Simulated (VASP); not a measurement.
# PbS (P-6m2) in VASP: further runs, part 2 of 2

VASP 6.6.1.

**3. Single point, PBEsol**

This run uses another cell than the first one, of the same volume but with other edges.

The input, INCAR:

```
ALGO     = Normal         # electronic algorithm
EDIFF    = 1E-6           # SCF threshold, eV
ENCUT    = 520            # plane-wave cutoff, eV
GGA      = PS             # functional
ISIF     = 2              # what is computed and relaxed
ISMEAR   = 0              # smearing method
LASPH    = True           # aspherical terms in the spheres
LCHARG   = False          # write CHGCAR
LREAL    = False          # projectors in reciprocal space
LWAVE    = False          # write WAVECAR
NBANDS   = 17             # bands
NELM     = 60             # most SCF steps
PREC     = Accurate       # precision mode
SIGMA    = 0.15           # smearing width, eV
```

The input, KPOINTS:

```
k-points
0
Gamma
  15 15 14
```

The input, POSCAR:

```
PbS
1.0
    4.1457279052      0.0000000000      0.0000000000
   -2.0728639526      3.5903056831      0.0000000000
    0.0000000000      0.0000000000      3.6864635019
Pb S
1 1
Direct
    0.0000000000      0.0000000000      0.0000000000
    0.6666666667      0.3333333333      0.5000000000
```

Potentials or basis: VASP PAW PBE potentials, release 64 (Pb_d, S).

Launch:

```console
> cat potpaw_PBE.64/Pb_d/POTCAR potpaw_PBE.64/S/POTCAR > POTCAR
> mpirun -np 1 vasp_std > vasp.out
```

OUTCAR:

```text
EDIFF = 1E-6
   ENCUT = 520
   GGA = PS
   ISIF = 2
   ISMEAR = 0
   LASPH = True
   LREAL = False
   NELM = 60
   PREC = Accurate

 ion  position               nearest neighbor table
   1  0.000  0.000  0.000-   2 3.02   2 3.02   2 3.02   2 3.02   2 3.02   2 3.02
   2  0.667  0.333  0.500-   1 3.02   1 3.02   1 3.02   1 3.02   1 3.02   1 3.02

  LATTYP: Found a hexagonal cell.
 ALAT       =     4.1457279052
 C/A-ratio  =     0.8892198394

  Lattice vectors:

 A1 = (   4.1457279052,   0.0000000000,   0.0000000000)
 A2 = (  -2.0728639526,   3.5903056831,   0.0000000000)
 A3 = (   0.0000000000,   0.0000000000,   3.6864635019)

Analysis of symmetry for initial positions (statically):
=====================================================================
 Subroutine PRICEL returns:
 Original cell was already a primitive cell.

 Routine SETGRP: Setting up the symmetry group for a
 hexagonal supercell.

 Subroutine GETGRP returns: Found 12 space group operations
 (whereof 12 operations were pure point group operations)
 out of a pool of 24 trial point group operations.

The static configuration has the point symmetry D_3h.

Analysis of symmetry for dynamics (positions and initial velocities):
=====================================================================
 Subroutine PRICEL returns:
 Original cell was already a primitive cell.

 Routine SETGRP: Setting up the symmetry group for a
 hexagonal supercell.

 Subroutine GETGRP returns: Found 12 space group operations
 (whereof 12 operations were pure point group operations)
 out of a pool of 24 trial point group operations.

The dynamic configuration has the point symmetry D_3h.

 Subroutine INISYM returns: Found 12 space group operations
 (whereof 12 operations are pure point group operations),
 and found     1 'primitive' translations

----------------------------------------------------------------------------------------

[... 111 lines left out ...]
     AMIX     =   0.40;   BMIX     =  1.00
     AMIX_MAG =   1.60;   BMIX_MAG =  1.00
  volume/ion in A,a.u.               =      27.44       185.14
  Fermi-wavevector in a.u.,A,eV,Ry     =   1.169421  2.209885 18.606576  1.367545
  Thomas-Fermi vector in A             =   2.305894
   LORBIT       =      0    0 simple, 1 ext, 2 COOP (PROOUT), +10 PAW based schemes
   GGA     = PS    functional components
   LHFCALC =     F    Hartree Fock is set to
   AEXX    =    0.0000 exact exchange contribution
   IVDW    =     0    specifies the selected vdW correction
   LEPSILON=     F    determine dielectric tensor
   LRPA    =     F    only Hartree local field effects (RPA)
 non-spin polarized calculation
 Gauss-broadening in eV      SIGMA  =   0.15
  energy-cutoff  :      520.00
  volume of cell :       54.87
 maximum number of plane-waves:      1496
 NGX is ok and might be reduce to    32

 number of electron      19.9999999 magnetization

 Free energy of the ion-electron system (eV)
  ---------------------------------------------------
  ext. energy  EPLUGINS =         0.00000000
  ---------------------------------------------------
  free energy    TOTEN  =        -9.17502472 eV

  energy without entropy =       -9.17335662  energy(sigma->0) =       -9.17419067

 E-fermi :   5.0314     XC(G=0):  -9.6251

 val. band max:        5.0177288555   @ k =   0.3333   0.3333   0.0714
 cond. band min:       5.0499443919   @ k =   0.3333   0.2667   0.0000
 fundamental gap:      0.0322155364
 Fermi energy:         5.0314242898

 k-point     1 :       0.0000    0.0000    0.0000
  band No.  band energies     occupation
      1     -11.7753      2.00000
      2     -11.7165      2.00000
      3     -11.7165      2.00000
      4     -11.6269      2.00000
      5     -11.6269      2.00000
      6      -8.1346      2.00000
[... 457 lines left out ...]
      4     -11.6522      2.00000
      5     -11.6384      2.00000
      6      -6.9394      2.00000
[... 9 lines left out ...]
     16      14.6676      0.00000
     17      14.7717      0.00000

 [... further k-points ...]

------------------------ aborting loop because EDIFF is reached ----------------------------------------

  FORCE on cell =-STRESS in cart. coord.  units (eV):
  Direction    XX          YY          ZZ          XY          YZ          ZX
  --------------------------------------------------------------------------------------
  -------------------------------------------------------------------------------------
  Total       -1.1205295     -1.1205295     -0.2432283      0.0000000     -0.0000000     -0.0000000
  in kB      -32.7183744    -32.7183744     -7.1020310      0.0000000     -0.0000000     -0.0000000
  external PRESSURE =     -24.1795933 kB  Pullay stress =       0.0000000 kB

 VOLUME and BASIS-vectors are now :
 -----------------------------------------------------------------------------
  energy-cutoff  :      520.00
  volume of cell :       54.87
      direct lattice vectors                 reciprocal lattice vectors
     4.145727905  0.000000000  0.000000000     0.241212164  0.139263908  0.000000000
    -2.072863953  3.590305683  0.000000000     0.000000000  0.278527816  0.000000000
     0.000000000  0.000000000  3.686463502     0.000000000  0.000000000  0.271262688

 POSITION                                       TOTAL-FORCE (eV/Angst)
 -----------------------------------------------------------------------------------
      0.00000      0.00000      0.00000         0.000000     -0.000000      0.000000
      2.07286      1.19677      1.84323        -0.000000      0.000000      0.000000
 -----------------------------------------------------------------------------------
    total drift:                               -0.000000      0.000000      0.000000

  FREE ENERGIE OF THE ION-ELECTRON SYSTEM (eV)
  ---------------------------------------------------
  free  energy   TOTEN  =        -9.1750247213 eV

  energy  without entropy=       -9.1733566201  energy(sigma->0) =       -9.17419067
```

OSZICAR:

```text
N       E                     dE             d eps       ncg     rms          rms(c)
DAV:   1     0.159178337045E+03    0.15918E+03   -0.95968E+03  7352   0.122E+03
DAV:   2     0.289446660110E+01   -0.15628E+03   -0.15056E+03  7739   0.313E+02
DAV:   3    -0.938292386137E+01   -0.12277E+02   -0.12130E+02  9574   0.925E+01
DAV:   4    -0.969006135597E+01   -0.30714E+00   -0.30683E+00  9398   0.163E+01
DAV:   5    -0.970176027703E+01   -0.11699E-01   -0.11698E-01 10764   0.306E+00    0.423E+00
DAV:   6    -0.918636886844E+01    0.51539E+00   -0.14541E+00 11419   0.834E+00    0.291E+00
DAV:   7    -0.917820737408E+01    0.81615E-02   -0.12222E-01  8891   0.178E+00    0.159E+00
DAV:   8    -0.917529129936E+01    0.29161E-02   -0.15123E-02  8791   0.114E+00    0.187E-01
DAV:   9    -0.917490148214E+01    0.38982E-03   -0.36980E-03 11907   0.417E-01    0.105E-01
DAV:  10    -0.917502290165E+01   -0.12142E-03   -0.36922E-04  8678   0.116E-01    0.540E-02
DAV:  11    -0.917502369915E+01   -0.79750E-06   -0.31393E-05  9272   0.467E-02    0.752E-03
DAV:  12    -0.917502480656E+01   -0.11074E-05   -0.28629E-06  9111   0.181E-02    0.248E-03
DAV:  13    -0.917502472133E+01    0.85224E-07   -0.39879E-07  5762   0.349E-03
   1 F= -.91750247E+01 E0= -.91741907E+01  d E =-.166810E-02
```

stdout:

```text
POSCAR found type information on POSCAR PbS
 POSCAR found :  2 types and       2 ions
 scaLAPACK will be used
 -----------------------------------------------------------------------------
|                                                                             |
|                                                                             |
|     You enforced a specific xc type in the INCAR file but a different       |
|     I HOPE YOU KNOW WHAT YOU ARE DOING!                                     |
|                                                                             |
 -----------------------------------------------------------------------------

 LDA part: xc-table for (Slater+PW92), standard interpolation
 POSCAR, INCAR and KPOINTS ok, starting setup
 FFT: planning ... GRIDC
 FFT: planning ... GRID_SOFT
 FFT: planning ... GRID
 WAVECAR not read
 entering main loop
```

Run time: 2.6 min. Hardware: 1 thread of Intel Xeon 8259CL, shared host; peak memory 0.32 GiB.

Results:

```yaml
Free_energy: -9.1750 eV
Pressure: -2.4 GPa
Band_gap_on_the_k_mesh: zero (bands 10 and 11 overlap by 0.46 eV)
```

Levels at points of the mesh, in eV from the Fermi level:
```csv
k point,band 7,band 8,band 9,band 10,band 11,band 12,band 13,band 14
"(0.00, 0.00, 0.00)",-6.43,-1.83,-1.82,-1.82,3.21,3.21,5.34,6.67
"(0.00, 0.00, 0.50)",-8.84,-1.14,-1.14,-0.08,0.55,3.73,3.73,8.04
```

Caveat: semilocal functionals underestimate gaps, so a narrow gap can read as zero; the PAW data sets were made with another functional, which shifts forces and pressure a little; spin-orbit coupling is left out, which moves the levels of the heavy elements.
